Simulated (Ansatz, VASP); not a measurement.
**Al6H in VASP and in Ansatz**

```
Al H
1.0
     5.71352    0.00000    0.00000
     0.00000    5.71352    0.00000
     0.00000    0.00000   22.17470
Al H
12 2
Direct
  0.25000 0.25000 0.18039
  0.25000 0.75000 0.18039
  0.75000 0.25000 0.18039
  0.75000 0.75000 0.18039
  0.00000 0.00000 0.27441
  0.00000 0.50000 0.27441
  0.50000 0.00000 0.27441
  0.50000 0.50000 0.27441
  0.25000 0.25000 0.36865
  0.25000 0.75000 0.36865
  0.75000 0.25000 0.36865
  0.75000 0.75000 0.36865
  0.25000 0.89665 0.53100
  0.25000 0.10335 0.53100
```

Alike in both runs: task single point; functional PBE; k mesh 5 × 5 × 1; occupations gaussian, width 0.1 eV; no spin polarisation.

|  | VASP | Ansatz |
| --- | --- | --- |
| version | VASP 6.6.1 | Ansatz 0.2.0 |
| potentials or method | VASP PAW PBE potentials, release 64 (Al, H), cutoff 520 eV | scalar-relativistic, plane waves, PAW |
| valence electrons in the cell | 38 | 38 |

Ansatz gave:

* gap on the k mesh at the Fermi level (eV): none
* rms of the force components (eV/Å): 1.010
* work function, face that differs most (eV): 4.54

**Question.** What did VASP give for the same quantities?

**Answer.** gap on the k mesh at the Fermi level (eV): none; rms of the force components (eV/Å): 1.010; work function, face that differs most (eV): 4.55.

Atom by atom the forces differ by 0.001 eV/Å (rms over components). A gap of «none» marks a metal or a gap that the smearing closes. With one functional, cell and mesh, what is left measures potentials, basis and numerics.
